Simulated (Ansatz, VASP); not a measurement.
## One calculation of NaCl, two programs

INCAR

```
SYSTEM = NaCl
PREC     = Accurate       ! precision mode
ENCUT    = 500            ! plane-wave cutoff, eV
EDIFF    = 1E-6           ! SCF threshold, eV
ISMEAR   = -1             ! smearing method
SIGMA    = 0.05           ! smearing width, eV
LREAL    = .False.        ! projectors in reciprocal space
LASPH    = .True.         ! aspherical terms in the spheres
NELM     = 120            ! most SCF steps
ALGO     = Normal         ! electronic algorithm
ISIF     = 2              ! what is computed and relaxed
LWAVE    = .False.        ! write WAVECAR
LCHARG   = .True.         ! write CHGCAR
GGA      = PS             ! functional
LELF     = .True.         ! ELF
LVHAR    = .True.       
NBANDS   = 14             ! bands
GGA_COMPAT= .False.
```

Contents of KPOINTS:

```
Automatic mesh
0
Gamma
  7 7 7
  0 0 0
```

POSCAR

```
NaCl
1.0
    0.0000000000      2.7940632177      2.6823006890
    2.7940632177      0.0000000000      2.6823006890
    2.7940632177      2.7940632177      0.0000000000
Cl Na
1 1
Direct
    0.5000000000      0.5000000000      0.5000000000
    0.0000000000      0.0000000000      0.0000000000
```

input.yaml

```yaml
crystal:
  lattice:
    - [0.0, 2.7940632177, 2.682300689]
    - [2.7940632177, 0.0, 2.682300689]
    - [2.7940632177, 2.7940632177, 0.0]
  atoms:
    - { symbol: Cl, position: [0.5, 0.5, 0.5] }
    - { symbol: Na, position: [0.0, 0.0, 0.0] }
hamiltonian:
  xc: pbesol
  pseudopotentials: { kind: paw }
kpoints:
  mp_grid: { grid: [7, 7, 7] }
scf:
  occupations: { method: fermi_dirac, width: 0.05 }
output:
  forces: true
  stress: true
  eigenvalues: true
  write_density: true
  write_potential: true
  elf: true
  volumetric_format: npy
```

Alike in both runs: task single point; functional PBEsol; k mesh 7 × 7 × 7; occupations fermi-dirac, width 0.05 eV; no spin polarisation.

```csv
,VASP,Ansatz
version,VASP 6.6.1,Ansatz 0.2.0
potentials or method,"VASP PAW PBE potentials, release 64 (Cl, Na_pv)",Ansatz PAW
plane-wave cutoff (eV),500,420
valence electrons in the cell,14,16
```

|  | VASP | Ansatz | Ansatz less VASP |
| --- | --- | --- | --- |
| gap on the k mesh at the Fermi level (eV) | 5.18 | 5.19 | +0.004 |
| least direct gap on the mesh (eV) | 5.18 | 5.19 | +0.004 |
| pressure (GPa) | 1.5 | 1.5 | -0.01 |
| traceless stress, the component that is largest in VASP (GPa) | 1.68 | 1.65 | -0.030 |

VASP's potentials were made for PBE, not for PBEsol. The functional is the same, so the differences come from potentials, cutoffs and numerics. VASP's potentials hold 14 valence electrons a cell and Ansatz's 16, so a difference there can come from the potentials and not from the codes.

Noted on Ansatz's run: odd divisions of the mesh miss points on the zone boundary, where band edges often lie, so the gap on the mesh can be too wide.
